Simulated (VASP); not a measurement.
# Bi2Se3 (R-3m) in VASP: a series of runs

Aim: see how the results for Bi2Se3 move with the level of theory and the settings. Levels: RPBE, PBE. Tasks: single point.

Program: VASP 6.6.1. These are calculated values, not measurements. Logs are shortened: lines on timing, memory, paths and dates and some standing lists are left out, and cuts for length are marked.

### Step 1. The cell of the first run

It takes space group R-3m (No. 166, trigonal). The conventional cell has a = 4.198 Å, b = 4.198 Å, c = 29.013 Å, α = 90.00°, β = 90.00°, γ = 120.00°. Within 3.8 Å of Bi (site symmetry 3m) lie 6 Se at 2.89 to 3.12 Å. Se (site symmetry 3m) has 3 Bi at 2.89 Å and 3 Se at 3.56 Å within 3.8 Å. Within 4.3 Å of Se (site symmetry -3m) lie 6 Bi at 3.12 Å and 12 Se at 4.20 to 4.28 Å.

### Step 2. Single point, RPBE

Contents of INCAR:

```
SYSTEM = Bi2Se3
PREC     = Accurate       ! precision mode
ENCUT    = 520            ! plane-wave cutoff, eV
EDIFF    = 1E-6           ! SCF threshold, eV
ISMEAR   = -1             ! smearing method
SIGMA    = 0.05           ! smearing width, eV
LREAL    = .False.        ! projectors in reciprocal space
LASPH    = .True.         ! aspherical terms in the spheres
NELM     = 80             ! most SCF steps
ALGO     = Normal         ! electronic algorithm
ISIF     = 2              ! what is computed and relaxed
LWAVE    = .False.        ! write WAVECAR
LCHARG   = .False.        ! write CHGCAR
GGA      = RP             ! functional
NBANDS   = 32             ! bands
```

Contents of KPOINTS:

```
Automatic mesh
0
Gamma
  8 8 8
  0 0 0
```

Contents of POSCAR:

```
Bi2Se3
1.0
    2.0987597050      1.2117194806      9.6709442292
   -2.0987597050      1.2117194806      9.6709442292
    0.0000000000     -2.4234389614      9.6709442292
Bi Se
2 3
Direct
    0.5992000000      0.5992000000      0.5992000000
    0.4008000000      0.4008000000      0.4008000000
    0.7883000000      0.7883000000      0.7883000000
    0.2117000000      0.2117000000      0.2117000000
    0.0000000000      0.0000000000      0.0000000000
```

Potentials or basis: VASP PAW PBE potentials, release 64 (Bi_d, Se).

The run is started by

```console
$ cat potpaw_PBE.64/Bi_d/POTCAR potpaw_PBE.64/Se/POTCAR > POTCAR
$ mpirun -np 1 vasp_std > vasp.out
```

OUTCAR:

```text
SYSTEM = Bi2Se3
   PREC = Accurate
   ENCUT = 520
   EDIFF = 1E-6
   ISMEAR = -1
   LREAL = .False.
   LASPH = .True.
   NELM = 80
   ISIF = 2
   GGA = RP

 ion  position               nearest neighbor table
   1  0.599  0.599  0.599-   4 2.89   4 2.89   4 2.89   5 3.12   5 3.12   5 3.12
   2  0.401  0.401  0.401-   3 2.89   3 2.89   3 2.89   5 3.12   5 3.12   5 3.12
   3  0.788  0.788  0.788-   2 2.89   2 2.89   2 2.89
   4  0.212  0.212  0.212-   1 2.89   1 2.89   1 2.89
   5  0.000  0.000  0.000-   1 3.12   1 3.12   2 3.12   2 3.12   1 3.12   2 3.12

  LATTYP: Found a trigonal (rhomboedric) cell.
 ALAT       =     9.9699658316
 COS(alpha) =     0.9113725833

  Lattice vectors:

 A1 = (   2.0987597050,   1.2117194806,   9.6709442292)
 A2 = (  -2.0987597050,   1.2117194806,   9.6709442292)
 A3 = (   0.0000000000,  -2.4234389614,   9.6709442292)

Analysis of symmetry for initial positions (statically):
=====================================================================
 Subroutine PRICEL returns:
 Original cell was already a primitive cell.

 Routine SETGRP: Setting up the symmetry group for a
 trigonal (rhombohedral) supercell.

 Subroutine GETGRP returns: Found 12 space group operations
 (whereof 12 operations were pure point group operations)
 out of a pool of 12 trial point group operations.

The static configuration has the point symmetry D_3d.

Analysis of symmetry for dynamics (positions and initial velocities):
=====================================================================
 Subroutine PRICEL returns:
 Original cell was already a primitive cell.

 Routine SETGRP: Setting up the symmetry group for a
 trigonal (rhombohedral) supercell.

 Subroutine GETGRP returns: Found 12 space group operations
 (whereof 12 operations were pure point group operations)
 out of a pool of 12 trial point group operations.

The dynamic configuration has the point symmetry D_3d.

 Subroutine INISYM returns: Found 12 space group operations
 (whereof 12 operations are pure point group operations),
 and found     1 'primitive' translations

----------------------------------------------------------------------------------------

                                     Primitive cell

  volume of cell :     147.5655

[... 87 lines left out ...]
   ICHARG =      2    charge: 1-file 2-atom 10-const
   ISPIN  =      1    spin polarized calculation?
   LNONCOLLINEAR =      F non collinear calculations
   LSORBIT =      F    spin-orbit coupling
   LASPH  =      T    aspherical Exc in radial PAW
   ENCUT  =  520.0 eV  38.22 Ry    6.18 a.u.  18.54 18.54 18.54*2*pi/ulx,y,z
   NELM   =     80;   NELMIN=  2; NELMDL= -5     # of ELM steps
   EDIFF  = 0.1E-05   stopping-criterion for ELM
   LREAL  =      F    real-space projection
   EDIFFG = 0.1E-04   stopping-criterion for IOM
   NSW    =      0    number of steps for IOM
   IBRION =     -1    ionic relax: 0-MD 1-quasi-New 2-CG
   NFREE  =      0    steps in history (QN), initial steepest desc. (CG)
   ISIF   =      2    stress and relaxation
   ISYM   =      2    0-nonsym 1-usesym 2-fastsym
   POTIM  = 0.5000    time-step for ionic-motion
   TEBEG  =    0.0;   TEEND  =   0.0 temperature during run
   PSTRESS=    0.0 pullay stress
   NELECT =      48.0000    total number of electrons
   NUPDOWN=      -1.0000    fix difference up-down
   EMIN   =  10.00;   EMAX   =-10.00  energy-range for DOS
   EFERMI =   0.00;   METHOD = LEGACY
   ISMEAR =    -1;   SIGMA  =   0.05  broadening in eV -4-tet -1-fermi 0-gaus
   EFERMI_NEDOS =   21; number of points for ismear=-14 and -15
   IALGO  =     38    algorithm
   IMIX   =      4    mixing-type and parameters
     AMIX     =   0.40;   BMIX     =  1.00
     AMIX_MAG =   1.60;   BMIX_MAG =  1.00
  volume/ion in A,a.u.               =      29.51       199.16
  Fermi-wavevector in a.u.,A,eV,Ry     =   1.125884  2.127612 17.246942  1.267614
  Thomas-Fermi vector in A             =   2.262563
   LORBIT       =      0    0 simple, 1 ext, 2 COOP (PROOUT), +10 PAW based schemes
   GGA     = RP    functional components
   LHFCALC =     F    Hartree Fock is set to
   AEXX    =    0.0000 exact exchange contribution
   IVDW    =     0    specifies the selected vdW correction
   LEPSILON=     F    determine dielectric tensor
   LRPA    =     F    only Hartree local field effects (RPA)
 non-spin polarized calculation
  energy-cutoff  :      520.00
  volume of cell :      147.57
 maximum number of plane-waves:      3988
 NGX is ok and might be reduce to    80
   NGX = 37   NGY = 37   NGZ = 37

 number of electron      48.0000001 magnetization

 Free energy of the ion-electron system (eV)
  ---------------------------------------------------
  ext. energy  EPLUGINS =         0.00000000
  ---------------------------------------------------
  free energy    TOTEN  =       -18.47285967 eV

  energy without entropy =      -18.47274924  energy(sigma->0) =      -18.47280445

 E-fermi :   4.7650     XC(G=0):  -9.1645

 val. band max:        4.6018999552   @ k =   0.0000   0.0000   0.0000
 cond. band min:       4.9225910095   @ k =   0.0000   0.0000   0.0000
 fundamental gap:      0.3206910542
 Fermi energy:         4.7649541124

 k-point     1 :       0.0000    0.0000    0.0000
  band No.  band energies     occupation
      1     -18.5415      2.00000
      2     -18.5415      2.00000
      3     -18.5409      2.00000
      4     -18.5407      2.00000
      5     -18.5407      2.00000
      6     -18.5388      2.00000
[... 829 lines left out ...]
     31       9.4777      0.00000
     32      11.0722      0.00000

 [... further k-points ...]
[... 5 lines left out ...]
  --------------------------------------------------------------------------------------
  -------------------------------------------------------------------------------------
  Total        1.5200998      1.5200998      1.6843447     -0.0000000     -0.0000000     -0.0000000
  in kB       16.5043242     16.5043242     18.2875956     -0.0000000     -0.0000000     -0.0000000
  external PRESSURE =      17.0987480 kB  Pullay stress =       0.0000000 kB

 VOLUME and BASIS-vectors are now :
 -----------------------------------------------------------------------------
  energy-cutoff  :      520.00
  volume of cell :      147.57
      direct lattice vectors                 reciprocal lattice vectors
     2.098759705  1.211719481  9.670944229     0.238235944  0.137545587  0.034467507
    -2.098759705  1.211719481  9.670944229    -0.238235944  0.137545587  0.034467507
     0.000000000 -2.423438961  9.670944229     0.000000000 -0.275091173  0.034467507

 POSITION                                       TOTAL-FORCE (eV/Angst)
 -----------------------------------------------------------------------------------
      0.00000     -0.00000     17.38449         0.000000     -0.000000      0.052173
      0.00000     -0.00000     11.62834         0.000000      0.000000     -0.052173
      0.00000     -0.00000     22.87082         0.000000      0.000000     -0.128280
      0.00000     -0.00000      6.14202         0.000000     -0.000000      0.128280
      0.00000      0.00000      0.00000         0.000000      0.000000      0.000000
 -----------------------------------------------------------------------------------
    total drift:                                0.000000      0.000000     -0.000000

  FREE ENERGIE OF THE ION-ELECTRON SYSTEM (eV)
  ---------------------------------------------------
  free  energy   TOTEN  =       -18.4728596712 eV

  energy  without entropy=      -18.4727492387  energy(sigma->0) =      -18.47280445
```

Wall time 20 min (1 thread of AMD EPYC 9R45 (Zen 5), shared host); peak memory 0.97 GiB.

Results:

```
Free energy            : -18.4729 eV
Pressure               : 1.7 GPa
Largest force          : 0.128 eV/Å
Band gap on the k mesh : 0.32 eV
```

Forces on the atoms (eV/Å):
```
Bi   0.000  0.000  0.052
Bi   0.000  0.000 -0.052
Se   0.000  0.000 -0.128
Se   0.000  0.000  0.128
Se   0.000  0.000  0.000
```

Stress tensor (GPa, compression positive):
```
1.65 0.00 0.00
0.00 1.65 0.00
0.00 0.00 1.83
```

Levels at points of the mesh, in eV from the valence-band top:
| k point | band 21 | band 22 | band 23 | band 24 | band 25 | band 26 | band 27 | band 28 |
| --- | --- | --- | --- | --- | --- | --- | --- | --- |
| (0.00, 0.00, 0.00) | -1.74 | -1.11 | -1.11 | 0.00 | 0.32 | 1.46 | 1.46 | 2.18 |
| (0.50, 0.00, 0.00) | -2.79 | -1.97 | -1.13 | -0.52 | 0.94 | 1.97 | 3.04 | 3.10 |
| (0.50, 0.50, 0.00) | -1.77 | -1.73 | -1.50 | -0.94 | 1.43 | 2.02 | 2.58 | 2.98 |
| (0.50, 0.50, 0.50) | -1.47 | -1.26 | -1.26 | -0.41 | 0.71 | 1.74 | 1.74 | 2.08 |

Caveat: the PAW data sets were made with another functional, which shifts forces and pressure a little; spin-orbit coupling is left out, which moves the levels of the heavy elements.

### Step 3. Single point, PBE

This run uses another cell than the first one, of 28.38 Å³/atom.

Contents of INCAR:

```
SYSTEM = Bi2Se3
PREC = Accurate ; ENCUT = 520
EDIFF = 1E-6 ; ISMEAR = 0
SIGMA = 0.011 ; LREAL = .False.
LASPH = .True. ; NELM = 60
ALGO = Normal ; ISIF = 2
LWAVE = .False. ; LCHARG = .False.
GGA = PE ; NBANDS = 32
```

Contents of KPOINTS:

```
regular mesh
0
Gamma
  8 8 8
  0 0 0
```

POSCAR, as its differences from that of step 2:

```diff
@@ -2,5 +2,5 @@
 1.0
-    2.0987597050      1.2117194806      9.6709442292
-   -2.0987597050      1.2117194806      9.6709442292
-    0.0000000000     -2.4234389614      9.6709442292
+    2.0715000000      1.1959810826      9.5453333333
+   -2.0715000000      1.1959810826      9.5453333333
+    0.0000000000     -2.3919621653      9.5453333333
 Bi Se
```

Potentials or basis: VASP PAW PBE potentials, release 64 (Bi_d, Se).

The run is started by

```console
$ cat potpaw_PBE.64/Bi_d/POTCAR potpaw_PBE.64/Se/POTCAR > POTCAR
$ mpirun -np 1 vasp_std > vasp.out
```

It took 36 min on 1 thread of Intel Xeon Platinum 8259CL at 2.50GHz (Skylake/Cascade Lake), shared host; peak memory 1 GiB.

It converged, with:

* Free energy: -20.1550 eV
* Pressure: 2.6 GPa
* Largest force: 0.171 eV/Å
* Band gap on the k mesh: 0.21 eV

Forces on the atoms (eV/Å):
```
Bi   0.000  0.000  0.168
Bi   0.000  0.000 -0.168
Se   0.000  0.000  0.171
Se   0.000  0.000 -0.171
Se   0.000  0.000  0.000
```

Levels at points of the mesh, in eV from the valence-band top:
```tsv
k point	band 22	band 23	band 24	band 25	band 26	band 27
(0.00, 0.00, 0.00)	-1.22	-1.22	0.00	0.21	1.39	1.39
(0.50, 0.00, 0.00)	-2.15	-1.24	-0.56	0.84	1.92	2.96
(0.50, 0.50, 0.00)	-1.89	-1.65	-1.01	1.34	1.95	2.59
(0.50, 0.50, 0.50)	-1.39	-1.39	-0.45	0.62	1.70	1.70
```

Caveat: spin-orbit coupling is left out, which moves the levels of the heavy elements.

### Step 4. Single point, PBE

This run uses another cell than the first one, of 31.62 Å³/atom.

Contents of INCAR:

```
ALGO = Normal
EDIFF = 1E-7
ENCUT = 520
GGA = PE
ISIF = 2
ISMEAR = -1
LASPH = True
LCHARG = True
LELF = True
LREAL = False
LVHAR = True
LWAVE = False
NBANDS = 32
NELM = 60
PREC = Accurate
SIGMA = 0.05
```

Contents of KPOINTS:

```
k-points
0
Gamma
  8 8 8
```

Contents of POSCAR:

```
Bi2Se3
1.0
    2.0953003057      1.2097221955     10.3965164908
   -2.0953003057      1.2097221955     10.3965164908
    0.0000000000     -2.4194443911     10.3965164908
Bi Se
2 3
Direct
    0.6041506911      0.6041506911      0.6041506911
    0.3958493089      0.3958493089      0.3958493089
    0.7792809179      0.7792809179      0.7792809179
    0.2207190821      0.2207190821      0.2207190821
    0.0000000000      0.0000000000      0.0000000000
```

Potentials or basis: VASP PAW PBE potentials, release 64 (Bi_d, Se).

The run is started by

```console
$ cat potpaw_PBE.64/Bi_d/POTCAR potpaw_PBE.64/Se/POTCAR > POTCAR
$ mpirun -np 1 vasp_std > vasp.out
```

OUTCAR:

```text
EDIFF = 1E-7
   ENCUT = 520
   GGA = PE
   ISIF = 2
   ISMEAR = -1
   LASPH = True
   LREAL = False
   NELM = 60
   PREC = Accurate

 ion  position               nearest neighbor table
   1  0.604  0.604  0.604-   4 2.88   4 2.88   4 2.88   5 3.11   5 3.11   5 3.11
   2  0.396  0.396  0.396-   3 2.88   3 2.88   3 2.88   5 3.11   5 3.11   5 3.11
   3  0.779  0.779  0.779-   2 2.88   2 2.88   2 2.88
   4  0.221  0.221  0.221-   1 2.88   1 2.88   1 2.88
   5  0.000  0.000  0.000-   1 3.11   2 3.11   1 3.11   1 3.11   2 3.11   2 3.11

  LATTYP: Found a trigonal (rhomboedric) cell.
 ALAT       =    10.6743274404
 COS(alpha) =     0.9229377817

  Lattice vectors:

 A1 = (   2.0953003057,   1.2097221955,  10.3965164908)
 A2 = (  -2.0953003057,   1.2097221955,  10.3965164908)
 A3 = (   0.0000000000,  -2.4194443911,  10.3965164908)

Analysis of symmetry for initial positions (statically):
=====================================================================
 Subroutine PRICEL returns:
 Original cell was already a primitive cell.

 Routine SETGRP: Setting up the symmetry group for a
[... 168 lines left out ...]
  ---------------------------------------------------
  free energy    TOTEN  =       -20.23683363 eV

  energy without entropy =      -20.23680360  energy(sigma->0) =      -20.23681861

 E-fermi :   3.7962     XC(G=0):  -8.8962

 val. band max:        3.3991940261   @ k =   0.0000   0.0000   0.0000
 cond. band min:       4.0868790933   @ k =   0.0000   0.0000   0.0000
 fundamental gap:      0.6876850672
 Fermi energy:         3.7961951272

 k-point     1 :       0.0000    0.0000    0.0000
  band No.  band energies     occupation
      1     -19.2674      2.00000
      2     -19.2674      2.00000
      3     -19.2661      2.00000
      4     -19.2661      2.00000
      5     -19.2630      2.00000
      6     -19.2609      2.00000
[... 829 lines left out ...]
     31       8.6508      0.00000
     32      10.2804      0.00000

 [... further k-points ...]
[... 5 lines left out ...]
  --------------------------------------------------------------------------------------
  -------------------------------------------------------------------------------------
  Total        0.0078257      0.0078257      0.0324816      0.0000000     -0.0000000      0.0000000
  in kB        0.0792980      0.0792980      0.3291372      0.0000000     -0.0000000      0.0000000
  external PRESSURE =       0.1625777 kB  Pullay stress =       0.0000000 kB

 VOLUME and BASIS-vectors are now :
 -----------------------------------------------------------------------------
  energy-cutoff  :      520.00
  volume of cell :      158.11
      direct lattice vectors                 reciprocal lattice vectors
     2.095300306  1.209722195 10.396516491     0.238629278  0.137772678  0.032062021
    -2.095300306  1.209722195 10.396516491    -0.238629278  0.137772678  0.032062021
     0.000000000 -2.419444391 10.396516491     0.000000000 -0.275545356  0.032062021

 POSITION                                       TOTAL-FORCE (eV/Angst)
 -----------------------------------------------------------------------------------
      0.00000     -0.00000     18.84319         0.000000     -0.000000      0.007427
      0.00000     -0.00000     12.34636         0.000000      0.000000     -0.007427
      0.00000     -0.00000     24.30542         0.000000     -0.000000      0.009738
      0.00000     -0.00000      6.88413         0.000000      0.000000     -0.009738
      0.00000      0.00000      0.00000         0.000000     -0.000000     -0.000000
 -----------------------------------------------------------------------------------
    total drift:                               -0.000000     -0.000000      0.000000

  FREE ENERGIE OF THE ION-ELECTRON SYSTEM (eV)
  ---------------------------------------------------
  free  energy   TOTEN  =       -20.2368336263 eV

  energy  without entropy=      -20.2368036024  energy(sigma->0) =      -20.23681861
```

Run time: 38 min. Hardware: 1 thread of Intel Xeon Platinum 8259CL at 2.50GHz (Skylake/Cascade Lake), shared host; peak memory 1 GiB.

What came out:

```
Free energy            : -20.2368 eV
Pressure               : 0.0 GPa
Largest force          : 0.010 eV/Å
Band gap on the k mesh : 0.69 eV
```

Forces in eV/Å, atoms in the order of the input:
```
Bi   0.000  0.000  0.007
Bi   0.000  0.000 -0.007
Se   0.000  0.000  0.010
Se   0.000  0.000 -0.010
Se   0.000  0.000  0.000
```

Caveat: spin-orbit coupling is left out, which moves the levels of the heavy elements.

### Step 5. Single point, RPBE

This run uses another cell than the first one, of 28.38 Å³/atom.

Contents of INCAR:

```
SYSTEM = Bi2Se3
ALGO = Normal
EDIFF = 1E-6
ENCUT = 520
GGA = RP
ISIF = 2
ISMEAR = -1
LASPH = .TRUE.
LCHARG = .FALSE.
LREAL = .FALSE.
LWAVE = .FALSE.
NBANDS = 32
NELM = 80
PREC = Accurate
SIGMA = 0.05
```

Contents of KPOINTS:

```
k-points
0
G
  8 8 8
  0 0 0
```

Contents of POSCAR:

```
Bi2Se3
1.0
    2.0715000000      1.1959810826      9.5453333333
   -2.0715000000      1.1959810826      9.5453333333
    0.0000000000     -2.3919621653      9.5453333333
Bi Se
2 3
Direct
    0.5992000000      0.5992000000      0.5992000000
    0.4008000000      0.4008000000      0.4008000000
    0.7883000000      0.7883000000      0.7883000000
    0.2117000000      0.2117000000      0.2117000000
    0.0000000000      0.0000000000      0.0000000000
```

The run is started by

```console
$ cat potpaw_PBE.64/Bi_d/POTCAR potpaw_PBE.64/Se/POTCAR > POTCAR
$ mpirun -np 1 vasp_std > vasp.out
```

It took 20 min on 1 thread of Intel Xeon 6975P-C (Granite Rapids), shared host; peak memory 1 GiB.

Results (log left out):

```
Free energy            : -18.3678 eV
Pressure               : 4.2 GPa
Largest force          : 0.170 eV/Å
Band gap on the k mesh : 0.29 eV
```

Forces in eV/Å, atoms in the order of the input:
```
Bi   0.000  0.000  0.170
Bi   0.000  0.000 -0.170
Se   0.000  0.000  0.169
Se   0.000  0.000 -0.169
Se   0.000  0.000  0.000
```

Stress tensor (GPa, compression positive):
```
4.20 0.00 0.00
0.00 4.20 0.00
0.00 0.00 4.33
```

Levels at points of the mesh, in eV from the valence-band top:
```csv
k point,band 21,band 22,band 23,band 24,band 25,band 26,band 27,band 28
"(0.00, 0.00, 0.00)",-1.88,-1.23,-1.23,0.00,0.29,1.42,1.42,2.17
"(0.50, 0.00, 0.00)",-2.97,-2.14,-1.25,-0.56,0.90,1.95,3.03,3.17
"(0.50, 0.50, 0.00)",-1.87,-1.87,-1.65,-1.00,1.39,1.99,2.61,3.03
"(0.50, 0.50, 0.50)",-1.51,-1.40,-1.40,-0.43,0.67,1.73,1.73,2.11
```

Caveat: the cell stands under pressure; the PAW data sets were made with another functional, which shifts forces and pressure a little; spin-orbit coupling is left out, which moves the levels of the heavy elements. A k mesh can miss the band edges.

### Step 6. Overview

```tsv
level	cell	smearing	gap on the mesh (eV)	pressure (GPa)	largest force (eV/Å)
RPBE	a = 9.970 Å, angles 24.3°, 5 atoms, atomic positions A	fermi-dirac 0.05 eV	0.32	1.7	0.13
PBE	a = 9.840 Å, angles 24.3°, 5 atoms, atomic positions A	gaussian 0.011 eV	0.21	2.6	0.17
PBE	a = 10.674 Å, angles 22.6°, 5 atoms, atomic positions B	fermi-dirac 0.05 eV	0.69	0.0	0.01
RPBE	a = 9.840 Å, angles 24.3°, 5 atoms, atomic positions A	fermi-dirac 0.05 eV	0.29	4.2	0.17
```

Alike in all rows: task single point; potentials or basis VASP PAW PBE potentials, release 64 (Bi_d, Se); no spin polarisation; k mesh 8 × 8 × 8; cutoff (eV) 520.

Caveats: spin-orbit coupling is left out, which moves the levels of the heavy elements; the PAW data sets were made with another functional, which shifts forces and pressure a little (at least some runs); the cell stands under pressure (at least some runs).

Total energies depend on the potentials used, so only differences within one code and one set of settings carry meaning.
